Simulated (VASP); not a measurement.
# Mg2Si (Fm-3m) in VASP: notebook

Mg2Si is run at these levels: r2SCAN; tasks: elastic constants.

Program: VASP 6.6.1. These are calculated values, not measurements. Logs are shortened: lines on timing, memory, paths and dates and some standing lists are left out, and cuts for length are marked.

## Step 1: The cell of the first run

Symmetry: Fm-3m, No. 225, cubic system. Conventional cell: a = 6.303 Å, b = 6.303 Å, c = 6.303 Å, α = 90.00°, β = 90.00°, γ = 90.00°. Mg (site symmetry -43m) has 4 Si at 2.73 Å and 6 Mg at 3.15 Å within 3.6 Å. Si (site symmetry m-3m) has 8 Mg at 2.73 Å within 3.6 Å.

## Step 2: Elastic constants, r2SCAN

Contents of INCAR:

```
SYSTEM = Mg2Si
PREC     = Accurate       ! precision mode
ENCUT    = 660            ! plane-wave cutoff, eV
EDIFF    = 1E-8           ! SCF threshold, eV
ISMEAR   = 0              ! smearing method
SIGMA    = 0.01           ! smearing width, eV
LREAL    = .False.        ! projectors in reciprocal space
LASPH    = .True.         ! aspherical terms in the spheres
NELM     = 120            ! most SCF steps
ALGO     = Normal         ! electronic algorithm
ISIF     = 3              ! what is computed and relaxed
LWAVE    = .False.        ! write WAVECAR
LCHARG   = .False.        ! write CHGCAR
METAGGA  = R2SCAN         ! meta-GGA
LMIXTAU  = .True.       
NBANDS   = 11             ! bands
IBRION   = 6              ! ionic algorithm
NFREE    = 2            
POTIM    = 0.015          ! step
NSW      = 1              ! ionic steps
GGA_COMPAT= .False.
```

Contents of KPOINTS:

```
regular mesh
0
Gamma
  6 6 6
  0 0 0
```

Contents of POSCAR:

```
Mg2Si
1.0
    0.0000000000      3.1515739374      3.1515739374
    3.1515739374      0.0000000000      3.1515739374
    3.1515739374      3.1515739374      0.0000000000
Mg Si
2 1
Direct
    0.2500000000      0.2500000000      0.2500000000
    0.7500000000      0.7500000000      0.7500000000
    0.0000000000      0.0000000000      0.0000000000
```

Potentials or basis: VASP PAW PBE potentials, release 64 (Mg, Si).

Launch:

```sh
$ cat potpaw_PBE.64/Mg/POTCAR potpaw_PBE.64/Si/POTCAR > POTCAR
$ mpirun -np 1 vasp_std > vasp.out
```

OUTCAR:

```text
SYSTEM = Mg2Si
   PREC = Accurate
   ENCUT = 660
   EDIFF = 1E-8
   ISMEAR = 0
   LREAL = .False.
   LASPH = .True.
   NELM = 120
   ISIF = 3
   METAGGA = R2SCAN
   IBRION = 6
   NFREE = 2
   POTIM = 0.015
   NSW = 1

 ion  position               nearest neighbor table
   1  0.250  0.250  0.250-   3 2.73   3 2.73   3 2.73   3 2.73   2 3.15   2 3.15   2 3.15   2 3.15
                             2 3.15   2 3.15
   2  0.750  0.750  0.750-   3 2.73   3 2.73   3 2.73   3 2.73   1 3.15   1 3.15   1 3.15   1 3.15
                             1 3.15   1 3.15
   3  0.000  0.000  0.000-   2 2.73   2 2.73   2 2.73   1 2.73   1 2.73   1 2.73   2 2.73   1 2.73

  LATTYP: Found a face centered cubic cell.
 ALAT       =     6.3031478748

  Lattice vectors:

 A1 = (   0.0000000000,   3.1515739374,   3.1515739374)
 A2 = (   3.1515739374,   0.0000000000,   3.1515739374)
 A3 = (   3.1515739374,   3.1515739374,   0.0000000000)

Analysis of symmetry for initial positions (statically):
=====================================================================
 Subroutine PRICEL returns:
 Original cell was already a primitive cell.

 Routine SETGRP: Setting up the symmetry group for a
 face centered cubic supercell.

 Subroutine GETGRP returns: Found 48 space group operations
 (whereof 48 operations were pure point group operations)
 out of a pool of 48 trial point group operations.

The static configuration has the point symmetry O_h .

Analysis of symmetry for dynamics (positions and initial velocities):
=====================================================================
 Subroutine PRICEL returns:
 Original cell was already a primitive cell.

 Routine SETGRP: Setting up the symmetry group for a
 face centered cubic supercell.

 Subroutine GETGRP returns: Found 48 space group operations
 (whereof 48 operations were pure point group operations)
 out of a pool of 48 trial point group operations.

The dynamic configuration has the point symmetry O_h .

 Subroutine INISYM returns: Found 48 space group operations
 (whereof 48 operations are pure point group operations),
 and found     1 'primitive' translations

----------------------------------------------------------------------------------------

                                     Primitive cell

  volume of cell :      62.6055

  direct lattice vectors                    reciprocal lattice vectors
     0.000000000  3.151573937  3.151573937    -0.158650887  0.158650887  0.158650887
     3.151573937  0.000000000  3.151573937     0.158650887 -0.158650887  0.158650887
     3.151573937  3.151573937  0.000000000     0.158650887  0.158650887 -0.158650887

  length of vectors
     4.456998605  4.456998605  4.456998605     0.274791397  0.274791397  0.274791397

  position of ions in fractional coordinates (direct lattice)
     0.250000000  0.250000000  0.250000000
     0.750000000  0.750000000  0.750000000
     0.000000000  0.000000000  0.000000000

  ion indices of the primitive-cell ions
   primitive index   ion index
                 1           1
                 2           2
                 3           3

----------------------------------------------------------------------------------------

 KPOINTS: regular mesh

Automatic generation of k-mesh.
 Grid dimensions read from file:
 generate k-points for:    6    6    6

[... 111 lines left out ...]
  -------------------------------------------------------------------------------------
  Total        0.2742843      0.2742843      0.2742843     -0.0000000      0.0000000     -0.0000000
  in kB        7.0193836      7.0193836      7.0193836     -0.0000000      0.0000000     -0.0000000
  external PRESSURE =       7.0193836 kB  Pullay stress =       0.0000000 kB
[... 92 lines left out ...]
  FREE ENERGIE OF THE ION-ELECTRON SYSTEM (eV)
  ---------------------------------------------------
  free  energy   TOTEN  =       -17.6581267865 eV

  energy  without entropy=      -17.6581267865  energy(sigma->0) =      -17.65812679

[... ionic steps 4 to 14 ...]

--------------------------------------- Ionic step       15  -------------------------------------------

 number of electron       8.0000000 magnetization

------------------------ aborting loop because EDIFF is reached ----------------------------------------
[... 69 lines left out ...]
--------------------------------------- Ionic step       17  -------------------------------------------

 number of electron       8.0000000 magnetization

 Free energy of the ion-electron system (eV)
  ---------------------------------------------------
  ext. energy  EPLUGINS =         0.00000000
  ---------------------------------------------------
  free energy    TOTEN  =       -17.66753990 eV

  energy without entropy =      -17.66753990  energy(sigma->0) =      -17.66753990

 E-fermi :   3.7499     XC(G=0):  -9.2640

 val. band max:        3.6677033252   @ k =   0.0000   0.0000   0.0000
 cond. band min:       4.0925954796   @ k =   0.5000   0.5000   0.0000
 fundamental gap:      0.4248921543
 Fermi energy:         3.7498837452

 k-point     1 :       0.0000    0.0000    0.0000
  band No.  band energies     occupation
      1      -5.9496      2.00000
      2       3.6672      2.00000
      3       3.6672      2.00000
      4       3.6677      2.00000
      5       6.2698      0.00000
      6       6.5312      0.00000
      7       6.5315      0.00000
      8       6.5315      0.00000
      9       9.6475      0.00000
     10       9.6479      0.00000
     11      11.4202      0.00000
[... 309 lines left out ...]
 k-point    24 :       0.0000   -0.3333    0.3333
  band No.  band energies     occupation
      1      -3.9718      2.00000
      2      -0.2423      2.00000
      3      -0.1513      2.00000
      4       2.1942      2.00000
      5       4.9955      0.00000
      6       8.2939      0.00000
      7       9.2923      0.00000
      8       9.5357      0.00000
      9       9.6688      0.00000
     10      10.2561      0.00000
     11      14.7792      0.00000

 [... further k-points ...]

------------------------ aborting loop because EDIFF is reached ----------------------------------------

  FORCE on cell =-STRESS in cart. coord.  units (eV):
  Direction    XX          YY          ZZ          XY          YZ          ZX
  --------------------------------------------------------------------------------------
  -------------------------------------------------------------------------------------
  Total        0.2752762      0.2765360      0.2765360      0.0000000      0.0000000      0.0000000
  in kB        7.0447688      7.0770086      7.0770086      0.0000000      0.0000000      0.0000000
  external PRESSURE =       7.0662620 kB  Pullay stress =       0.0000000 kB
[... 18 lines left out ...]
  FREE ENERGIE OF THE ION-ELECTRON SYSTEM (eV)
  ---------------------------------------------------
  free  energy   TOTEN  =       -17.6675399032 eV

  energy  without entropy=      -17.6675399032  energy(sigma->0) =      -17.66753990

 INTERNAL STRAIN TENSORS FROM STRAINED CELLS
 ============================================

 INTERNAL STRAIN TENSOR FOR ION    1 for displacements in x,y,z  (eV/Angst):
          X           Y           Z          XY          YZ          ZX
  --------------------------------------------------------------------------------
  x    -0.00000     0.00000     0.00000     0.00000    -1.67491     0.00000
  y     0.00000     0.00000     0.00000    -0.00000    -0.00000    -1.67485
  z    -0.00000    -0.00000     0.00000    -1.67540    -0.00000     0.00000

 INTERNAL STRAIN TENSORS FROM DISPLACED ATOMS
 ============================================

 INTERNAL STRAIN TENSOR FOR ION    1 for displacements in x,y,z  (eV/Angst):
          X           Y           Z          XY          YZ          ZX
  --------------------------------------------------------------------------------
  x    -0.00000     0.00000     0.00000     0.00000    -1.67512     0.00000
  y     0.00000     0.00000     0.00000     0.00000     0.00000    -1.67512
  z     0.00000     0.00000     0.00000    -1.67512     0.00000     0.00000

 INTERNAL STRAIN TENSOR FOR ION    3 for displacements in x,y,z  (eV/Angst):
          X           Y           Z          XY          YZ          ZX
  --------------------------------------------------------------------------------
  x     0.00000     0.00000     0.00000     0.00000     0.00000     0.00000
  y     0.00000     0.00000     0.00000     0.00000     0.00000     0.00000
  z     0.00000     0.00000     0.00000     0.00000     0.00000     0.00000

 Eigenvectors and eigenvalues of the dynamical matrix
 ----------------------------------------------------

   1 f  =    8.753827 THz    55.001915 2PiTHz  291.996228 cm-1    36.202902 meV
             X         Y         Z           dx          dy          dz
      1.575787  1.575787  1.575787    -0.288710    0.315846   -0.000000
      4.727361  4.727361  4.727361    -0.288710    0.315846    0.000000
      0.000000  0.000000  0.000000     0.537120   -0.587604    0.000000
[... 43 lines left out ...]
   9 f/i=    0.000307 THz     0.001926 2PiTHz    0.010227 cm-1     0.001268 meV
             X         Y         Z           dx          dy          dz
      1.575787  1.575787  1.575787    -0.552280   -0.108973   -0.000000
      4.727361  4.727361  4.727361    -0.552280   -0.108973    0.000000
      0.000000  0.000000  0.000000    -0.593718   -0.117149    0.000000

--------------------------------------------------------------------------------------------------------

 ELASTIC MODULI CONTR FROM IONIC RELAXATION (kBar)
 Direction    XX          YY          ZZ          XY          YZ          ZX
 --------------------------------------------------------------------------------
 XX          -0.0000      0.0000      0.0000      0.0000     -0.0000      0.0000
 YY           0.0000     -0.0000     -0.0000      0.0000      0.0000      0.0000
 ZZ           0.0000     -0.0000     -0.0000      0.0000      0.0000      0.0000
 XY           0.0000      0.0000      0.0000    -22.1336      0.0000     -0.0000
 YZ          -0.0000      0.0000      0.0000      0.0000    -22.1336     -0.0000
 ZX           0.0000      0.0000      0.0000     -0.0000     -0.0000    -22.1336
 --------------------------------------------------------------------------------

 TOTAL ELASTIC MODULI (kBar)
 Direction    XX          YY          ZZ          XY          YZ          ZX
 --------------------------------------------------------------------------------
 XX        1325.0956    256.9372    256.9372      0.0000     -0.0000      0.0000
 YY         256.9372   1325.0956    256.9372      0.0000      0.0000      0.0000
 ZZ         256.9372    256.9372   1325.0956     -0.0000     -0.0000     -0.0000
 XY           0.0000      0.0000     -0.0000    522.9413      0.0000     -0.0000
 YZ          -0.0000      0.0000     -0.0000      0.0000    522.9413     -0.0000
 ZX           0.0000      0.0000     -0.0000     -0.0000     -0.0000    522.9413
 --------------------------------------------------------------------------------
```

It took 46 min on 1 thread of Intel Xeon 6975P-C (Granite Rapids), shared host; peak memory 0.35 GiB.

Results:

| Quantity | Value |
| --- | --- |
| Elastic constants C11, C12, C44 | 133, 26, 52 GPa |
| Voigt bulk modulus | 61 GPa |
| Highest phonon frequency at Γ | 292 cm⁻¹ |

Phonon frequencies in cm⁻¹ (negative: imaginary):
```csv
q point,frequencies
"(0.000, 0.000, 0.000)",0 0 0 269 269 269 292 292 292
```

Elastic tensor in Voigt notation (GPa, in the Cartesian axes of the cell as first typed):
```
133  26  26   0   0   0
 26 133  26   0   0   0
 26  26 133   0   0   0
  0   0   0  52   0   0
  0   0   0   0  52   0
  0   0   0   0   0  52
```

Clamped-ion elastic tensor (GPa):
```
133  26  26   0   0   0
 26 133  26   0   0   0
 26  26 133   0   0   0
  0   0   0  55   0   0
  0   0   0   0  55   0
  0   0   0   0   0  55
```

Caveat: the PAW data sets were made with another functional, which shifts forces and pressure a little.

## Step 3: Elastic constants, r2SCAN

This run uses another cell than the first one, of 19.22 Å³/atom.

Contents of INCAR:

```
SYSTEM = Mg2Si
ALGO = Normal
EDIFF = 1E-8
ENCUT = 660
GGA_COMPAT = .FALSE.
IBRION = 6
ISIF = 3
ISMEAR = 0
LASPH = .TRUE.
LCHARG = .FALSE.
LMIXTAU = .TRUE.
LREAL = .FALSE.
LWAVE = .FALSE.
METAGGA = R2SCAN
NELM = 120
NFREE = 2
NSW = 1
POTIM = 0.015
PREC = Accurate
SIGMA = 0.01
```

Contents of KPOINTS:

```
k-points
0
G
  6 6 6
  0 0 0
```

Contents of POSCAR:

```
Mg2Si
1.0
    0.0000000000      3.0664177474      3.0664177474
    3.0664177474      0.0000000000      3.0664177474
    3.0664177474      3.0664177474      0.0000000000
Mg Si
2 1
Direct
    0.2500000000      0.2500000000      0.2500000000
    0.7500000000      0.7500000000      0.7500000000
    0.0000000000      0.0000000000      0.0000000000
```

Potentials or basis: VASP PAW PBE potentials, release 64 (Mg, Si).

Launch:

```sh
$ cat potpaw_PBE.64/Mg/POTCAR potpaw_PBE.64/Si/POTCAR > POTCAR
$ mpirun -np 1 vasp_std > vasp.out
```

OUTCAR:

```text
SYSTEM = Mg2Si
   EDIFF = 1E-8
   ENCUT = 660
   IBRION = 6
   ISIF = 3
   ISMEAR = 0
   LASPH = .TRUE.
   LREAL = .FALSE.
   METAGGA = R2SCAN
   NELM = 120
   NFREE = 2
   NSW = 1
   POTIM = 0.015
   PREC = Accurate

 ion  position               nearest neighbor table
   1  0.250  0.250  0.250-   3 2.66   3 2.66   3 2.66   3 2.66   2 3.07   2 3.07   2 3.07   2 3.07
                             2 3.07   2 3.07
   2  0.750  0.750  0.750-   3 2.66   3 2.66   3 2.66   3 2.66   1 3.07   1 3.07   1 3.07   1 3.07
                             1 3.07   1 3.07
[... 1035 lines left out ...]
      1.533209  1.533209  1.533209     0.472924    0.305833   -0.000000
      4.599627  4.599627  4.599627     0.472924    0.305833   -0.000000
      0.000000  0.000000  0.000000     0.507744    0.328351    0.000000

--------------------------------------------------------------------------------------------------------

 ELASTIC MODULI CONTR FROM IONIC RELAXATION (kBar)
 Direction    XX          YY          ZZ          XY          YZ          ZX
 --------------------------------------------------------------------------------
 XX          -0.0000      0.0000      0.0000      0.0000     -0.0000      0.0000
 YY           0.0000     -0.0000      0.0000      0.0000      0.0000     -0.0000
 ZZ           0.0000      0.0000     -0.0000     -0.0000      0.0000      0.0000
 XY           0.0000      0.0000     -0.0000    -70.7546      0.0000     -0.0000
 YZ          -0.0000      0.0000      0.0000      0.0000    -70.7546      0.0000
 ZX           0.0000     -0.0000      0.0000     -0.0000      0.0000    -70.7546
 --------------------------------------------------------------------------------

 TOTAL ELASTIC MODULI (kBar)
 Direction    XX          YY          ZZ          XY          YZ          ZX
 --------------------------------------------------------------------------------
 XX        1564.1373    384.9826    384.9826     -0.0000     -0.0000      0.0000
 YY         384.9826   1564.1373    384.9826      0.0000      0.0000     -0.0000
 ZZ         384.9826    384.9826   1564.1373     -0.0000     -0.0000      0.0000
 XY          -0.0000      0.0000     -0.0000    628.2977      0.0000     -0.0000
 YZ          -0.0000      0.0000     -0.0000      0.0000    628.2977      0.0000
 ZX           0.0000     -0.0000      0.0000     -0.0000      0.0000    628.2977
 --------------------------------------------------------------------------------
```

OSZICAR:

```text
N       E                     dE             d eps       ncg     rms          rms(c)
DAV:   1    -0.382160076101E+00   -0.38216E+00   -0.35721E+03   256   0.954E+02
DAV:   2    -0.183311304324E+02   -0.17949E+02   -0.16931E+02   408   0.783E+01
DAV:   3    -0.185719588822E+02   -0.24083E+00   -0.24083E+00   288   0.106E+01
[... 262 lines left out ...]
DAV:   8    -0.175596082568E+02   -0.23096E-06   -0.43770E-07   648   0.615E-03    0.227E-03
DAV:   9    -0.175596081681E+02    0.88679E-07   -0.51939E-07   624   0.822E-03    0.802E-04
DAV:  10    -0.175596080854E+02    0.82700E-07   -0.14448E-07   568   0.352E-03    0.891E-04
DAV:  11    -0.175596080754E+02    0.10027E-07   -0.83155E-09   320   0.936E-04    0.648E-04
DAV:  12    -0.175596080812E+02   -0.58712E-08   -0.48466E-09   264   0.655E-04
  17 F= -.17559608E+02 E0= -.17559608E+02  d E =-.463563E-36
```

It took 71 min on 1 thread of AMD EPYC, shared host; peak memory 0.26 GiB.

Results:

| Item | Value |
| --- | --- |
| Elastic constants C11, C12, C44 | 156, 38, 63 GPa |
| Voigt bulk modulus | 78 GPa |
| Highest phonon frequency at Γ | 336 cm⁻¹ |

Phonon frequencies in cm⁻¹ (negative: imaginary):
```csv
q point,frequencies
"(0.000, 0.000, 0.000)",0 0 0 299 299 299 336 336 336
```

Elastic tensor in Voigt notation (GPa, in the Cartesian axes of the cell as first typed):
```
156  38  38   0   0   0
 38 156  38   0   0   0
 38  38 156   0   0   0
  0   0   0  63   0   0
  0   0   0   0  63   0
  0   0   0   0   0  63
```

Clamped-ion elastic tensor (GPa):
```
156  38  38   0   0   0
 38 156  38   0   0   0
 38  38 156   0   0   0
  0   0   0  70   0   0
  0   0   0   0  70   0
  0   0   0   0   0  70
```

Caveat: the cell is under stress, which shifts elastic constants; the PAW data sets were made with another functional, which shifts forces and pressure a little.

(Part 1 of 2 ends here.)
